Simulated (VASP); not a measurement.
Here is a VASP 6.6.1 calculation.

File INCAR:

```
SYSTEM = InPd
ALGO = Normal
EDIFF = 1E-6
ENCUT = 520
GGA = CA
ISIF = 2
ISMEAR = -1
LASPH = .True.
LCHARG = .False.
LREAL = .False.
LWAVE = .False.
NBANDS = 18
NELM = 100
PREC = Accurate
SIGMA = 0.05
```

Contents of KPOINTS:

```
k-points
0
Gamma
  8 8 8
  0 0 0
```

The input POSCAR:

```
InPd
1.0
    3.2935535226      0.0000000000      0.0000000000
    0.0000000000      3.2935535226      0.0000000000
    0.0000000000      0.0000000000      3.2935535226
In Pd
1 1
Direct
    0.0000000000      0.0000000000      0.0000000000
    0.5000000000      0.5000000000      0.5000000000
```

Potentials or basis: VASP PAW LDA potentials, release 64 (In_d, Pd).

Run with:

```sh
$ cat potpaw_LDA.64/In_d/POTCAR potpaw_LDA.64/Pd/POTCAR > POTCAR
$ mpirun -np 1 vasp_std > vasp.out
```

(1) Predict the pressure.

Answers

(1) -8.8 GPa.
